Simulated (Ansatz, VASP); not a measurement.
Pd: VASP beside Ansatz

File POSCAR:

```
Pd
1.0
    0.0000000000      1.9449000000      2.0421450000
    1.9449000000      0.0000000000      2.0421450000
    1.9449000000      1.9449000000      0.0000000000
Pd
1
Direct
    0.0000000000      0.0000000000      0.0000000000
```

The input INCAR.step1:

```
PREC = Accurate
ENCUT = 520
ISMEAR = 0
SIGMA = 0.15
LREAL = F
LASPH = T
NELM = 60
NBANDS = 11
GGA = PE
ALGO = Normal
EDIFF = 1E-4
LWAVE = T
LCHARG = F
```

INCAR.step2

```
PREC = Accurate
ENCUT = 520
EDIFF = 1E-6
ISMEAR = 0
SIGMA = 0.15
LREAL = F
LASPH = T
NELM = 60
ALGO = Normal
ISIF = 2
LWAVE = F
LCHARG = T
METAGGA = R2SCAN
LMIXTAU = T
LELF = T
LVHAR = T
NBANDS = 11
ISTART = 1
```

KPOINTS

```
Automatic mesh
0
Gamma
  20 20 20
```

Input for Ansatz:

```yaml
crystal:
  lattice:
    - [0.0, 1.9449, 2.042145]
    - [1.9449, 0.0, 2.042145]
    - [1.9449, 1.9449, 0.0]
  atoms:
    - { symbol: Pd, position: [0.0, 0.0, 0.0] }
basis:
  ecutwfc: 500
kpoints:
  mp_grid: { grid: [20, 20, 20] }
hamiltonian:
  xc: r2scan
scf:
  occupations: { method: gaussian, width: 0.15 }
output:
  forces: true
  stress: true
  eigenvalues: true
```

Change from the starting cell: strain +0.000 along x and y, +0.050 along z, atoms carried along.

Alike in both runs: task single point; functional r2SCAN; k mesh 20 × 20 × 20; occupations gaussian, width 0.15 eV; no spin polarisation.

|  | VASP | Ansatz |
| --- | --- | --- |
| version | VASP 6.6.1 | Ansatz 0.2.0 |
| potentials or method | VASP PAW PBE potentials, release 64 (Pd), cutoff 520 eV | scalar-relativistic, plane waves, PAW |
| valence electrons in the cell | 10 | 18 |

|  | VASP | Ansatz | Ansatz less VASP |
| --- | --- | --- | --- |
| gap on the k mesh at the Fermi level (eV) | none | none | - |
| pressure (GPa) | -5.1 | -5.6 | -0.50 |
| traceless stress, the component that is largest in VASP (GPa) | -1.44 | -1.37 | +0.077 |

VASP's potentials were made for PBE, not for r2SCAN. A gap of «none» marks a metal or a gap that the smearing closes. VASP's potentials hold 10 valence electrons a cell and Ansatz's 18, so a difference there can come from the potentials and not from the codes.
